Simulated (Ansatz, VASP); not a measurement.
# One calculation of O, two programs

File INCAR:

```
SYSTEM = O
PREC = Accurate ; ENCUT = 520
EDIFF = 1E-8 ; ISMEAR = -1
SIGMA = 0.08 ; LREAL = .FALSE.
LASPH = .TRUE. ; NELM = 100
ALGO = Normal ; ISIF = 2
LWAVE = .FALSE. ; LCHARG = .FALSE.
GGA = CA ; LEFG = .TRUE.
NBANDS = 13
```

KPOINTS

```
regular mesh
0
G
  14 14 14
  0 0 0
```

POSCAR

```
O
1.0
    0.0000000000      1.9024011595      3.9246578651
    1.5117188064      0.0000000000      3.9246578651
    1.5117188064      1.9024011595      0.0000000000
O
2
Direct
    0.4210980000      0.4210980000      0.5789020000
    0.5789020000      0.5789020000      0.4210980000
```

Input for Ansatz:

```yaml
crystal:
  lattice:
    - [0.0, 1.9024011595, 3.9246578651]
    - [1.5117188064, 0.0, 3.9246578651]
    - [1.5117188064, 1.9024011595, 0.0]
  atoms:
    - { symbol: O, position: [0.421098, 0.421098, 0.578902] }
    - { symbol: O, position: [0.578902, 0.578902, 0.421098] }
kpoints:
  mp_grid: { grid: [14, 14, 14] }
scf:
  occupations: { method: fermi_dirac, width: 0.08 }
  lower_state_search: standard
hamiltonian:
  xc: lda
  pseudopotentials: { kind: paw }
output:
  forces: true
  stress: true
  eigenvalues: true
  efg: { contact_densities: true }
  write_density: true
  write_potential: true
  elf: true
  volumetric_format: npy
```

Alike in both runs: task electric field gradients; functional LDA; k mesh 14 × 14 × 14; occupations fermi-dirac, width 0.08 eV; no spin polarisation.

```csv
,VASP,Ansatz
version,VASP 6.6.1,Ansatz 0.2.0
potentials or method,"VASP PAW LDA potentials, release 64 (O)","PAW with Ansatz's default frozen-core files, scalar-relativistic"
plane-wave cutoff (eV),520,420
valence electrons in the cell,12,12
```

VASP gave:

| Item | Value |
| --- | --- |
| gap on the k mesh at the Fermi level (eV) | none |
| pressure (GPa) | -10.0 |
| traceless stress, the component that is largest in VASP (GPa) | -4.15 |
| rms of the force components (eV/Å) | 0.824 |

Q: Which values does Ansatz return?

A: gap on the k mesh at the Fermi level (eV): none; pressure (GPa): -13.5; traceless stress, the component that is largest in VASP (GPa): -11.71; rms of the force components (eV/Å): 1.579.

LDA's correlation is that of Perdew and Zunger in VASP and of Perdew and Wang (1992) in Ansatz. Atom by atom the forces differ by 0.756 eV/Å (rms over components). A gap of «none» marks a metal or a gap that the smearing closes.

Noted on VASP's run: the standard files for N, O and F lose accuracy on very short bonds; spin is off for a triplet molecule.
